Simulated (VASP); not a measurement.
A run of VASP 6.6.1:

INCAR

```
SYSTEM = SiC
ALGO     = Normal         ! electronic algorithm
EDIFF    = 1E-8           ! SCF threshold, eV
ENCUT    = 600            ! plane-wave cutoff, eV
IBRION   = 6              ! ionic algorithm
ISIF     = 3              ! what is computed and relaxed
ISMEAR   = 0              ! smearing method
LASPH    = .TRUE.         ! aspherical terms in the spheres
LCHARG   = .FALSE.        ! write CHGCAR
LREAL    = .FALSE.        ! projectors in reciprocal space
LWAVE    = .FALSE.        ! write WAVECAR
NELM     = 60             ! most SCF steps
NFREE    = 2            
NSW      = 1              ! ionic steps
POTIM    = 0.015          ! step
PREC     = Accurate       ! precision mode
SIGMA    = 0.01           ! smearing width, eV
```

File KPOINTS:

```
k-points
0
G
  8 8 5
  0 0 0
```

POSCAR

```
SiC
1.0
    3.0760000000      0.0000000000      0.0000000000
   -1.5380000000      2.6638941420      0.0000000000
    0.0000000000      0.0000000000      5.0480000000
Si C
2 2
Direct
    0.6666666667      0.3333333333      0.5000000000
    0.3333333333      0.6666666667      0.0000000000
    0.6666666667      0.3333333333      0.8850000000
    0.3333333333      0.6666666667      0.3850000000
```

Potentials or basis: VASP PAW LDA potentials, release 64 (Si, C).

Run with:

```console
$ cat potpaw_LDA.64/Si/POTCAR potpaw_LDA.64/C/POTCAR > POTCAR
$ mpirun -np 1 vasp_std > vasp.out
```

Hardware: 1 thread of AMD EPYC 9R45 96-Core Processor (Zen 5) (shared host).

**Question.** How long does it take, and how much memory?

**Answer.** It took 7.9 min on 1 thread of AMD EPYC 9R45 96-Core Processor (Zen 5) (shared host), peak memory 0.26 GiB. Counts: scf iterations 206, k points 30.
